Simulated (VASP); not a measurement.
Write the native input for VASP 6.6.1 that does the following.

```
Task                   : single point
Functional             : PBE
Potentials or basis    : VASP PAW PBE potentials, release 64 (Nb_sv, Si)
Cutoff                 : 520 eV
k mesh                 : 9 × 9 × 9
Occupations            : fermi-dirac, width 0.05 eV
Spin                   : no spin polarisation
Dipole correction      : no
Further INCAR settings : ALGO = Normal; EDIFF = 1e-06; NBANDS = 16
```

The structure of NbSi lies in POSCAR:

```
NbSi
1.0
    0.0000000000      2.5212881142      2.5212881142
    2.5212881142      0.0000000000      2.5212881142
    2.5212881142      2.5212881142      0.0000000000
Nb Si
1 1
Direct
    0.0000000000      0.0000000000      0.0000000000
    0.5000000000      0.5000000000      0.5000000000
```

This cell differs from its parent crystal: volume scaled by 0.94.

These files were run (other wordings do the same):

INCAR

```
PREC = Accurate
ENCUT = 520
EDIFF = 1E-6
ISMEAR = -1
SIGMA = 0.05
LREAL = False
LASPH = True
NELM = 80
ALGO = Normal
ISIF = 2
LWAVE = False
LCHARG = False
GGA = PE
NBANDS = 16
```

KPOINTS

```
Automatic mesh
0
Gamma
  9 9 9
```

Potentials or basis: VASP PAW PBE potentials, release 64 (Nb_sv, Si).

Launch:

```sh
$ cat potpaw_PBE.64/Nb_sv/POTCAR potpaw_PBE.64/Si/POTCAR > POTCAR
$ mpirun -np 1 vasp_std > vasp.out
```

It gave:

```json
{
 "Pressure": "10.3 GPa"
}
```

It took 34 s on 1 thread of Intel Xeon 6975P-C (shared host), peak memory 0.16 GiB.
